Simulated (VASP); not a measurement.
A run of VASP 6.6.1 is set up as follows.

Contents of INCAR:

```
SYSTEM = ZnO
ALGO = Normal ; EDIFF = 1E-6
EDIFFG = -0.01 ; ENCUT = 600
GGA = PS ; IBRION = 2
ISIF = 3 ; ISMEAR = -1
LASPH = .TRUE. ; LCHARG = .FALSE.
LREAL = .FALSE. ; LWAVE = .FALSE.
NELM = 80 ; NSW = 60
PREC = Accurate ; PSTRESS = 300.0
SIGMA = 0.05
```

KPOINTS

```
k-points
0
G
  9 9 5
  0 0 0
```

Contents of POSCAR:

```
ZnO
1.0
    3.2493080000      0.0000000000      0.0000000000
   -1.6246540000      2.8139832727      0.0000000000
    0.0000000000      0.0000000000      5.2057090000
Zn O
2 2
Direct
    0.6666666667      0.3333333333      0.0000000000
    0.3333333333      0.6666666667      0.5000000000
    0.3333333333      0.6666666667      0.8790100000
    0.6666666667      0.3333333333      0.3790100000
```

Potentials or basis: VASP PAW PBE potentials, release 64 (Zn, O).

Command:

```bash
$ cat potpaw_PBE.64/Zn/POTCAR potpaw_PBE.64/O/POTCAR > POTCAR
$ mpirun -np 1 vasp_std > vasp.out
```

Task: What does it give for the band gap on the k mesh?

Result: 0.90 eV.

Task: Predict the relaxed volume.

Result: 10.21 Å³/atom.

Forces on the atoms (eV/Å):
```
Zn   0.000  0.000  0.010
Zn   0.000  0.000  0.010
O    0.000  0.000 -0.010
O    0.000  0.000 -0.010
```

Caveat: the cell is relaxed towards a set pressure, so the run minimises the enthalpy, not the energy; the PAW data sets were made with another functional, which shifts forces and pressure a little. PBEsol gaps usually lie below the measured ones, often by a third to a half.
